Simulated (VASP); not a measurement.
Ga2O3, 10 atoms in the cell. It takes space group R-3c (No. 167, trigonal). Conventional cell: a = 5.057 Å, b = 5.057 Å, c = 13.624 Å, α = 90.00°, β = 90.00°, γ = 120.00°. Ga (site symmetry 3) has 6 O at 1.95 to 2.10 Å within 2.6 Å. Within 2.9 Å of O (site symmetry 2) lie 4 Ga at 1.95 to 2.10 Å and 8 O at 2.66 to 2.88 Å. 

```yaml
Program: VASP 6.6.1
Task: single point
Functional: PBE
Potentials_or_basis: VASP PAW PBE potentials, release 64 (Ga_d, O)
Cutoff: 520 eV
k_mesh: 9 × 9 × 9
Occupations: gaussian, width 0.02 eV
Spin: no spin polarisation
Dipole_correction: no
Further_INCAR_settings: ALGO = Normal; EDIFF = 1e-06; NBANDS = 55
```

Potentials or basis: VASP PAW PBE potentials, release 64 (Ga_d, O).

Launch:

```bash
$ cat potpaw_PBE.64/Ga_d/POTCAR potpaw_PBE.64/O/POTCAR > POTCAR
$ mpirun -np 1 vasp_std > vasp.out
```

Hardware: 1 thread of Intel Xeon 8259CL, on a shared host.

Problem. How long does it take, and how much memory?

Solution. Wall time 10 min on 1 thread of Intel Xeon 8259CL, on a shared host, peak memory 0.47 GiB. Counts: scf iterations 14, k points 85.
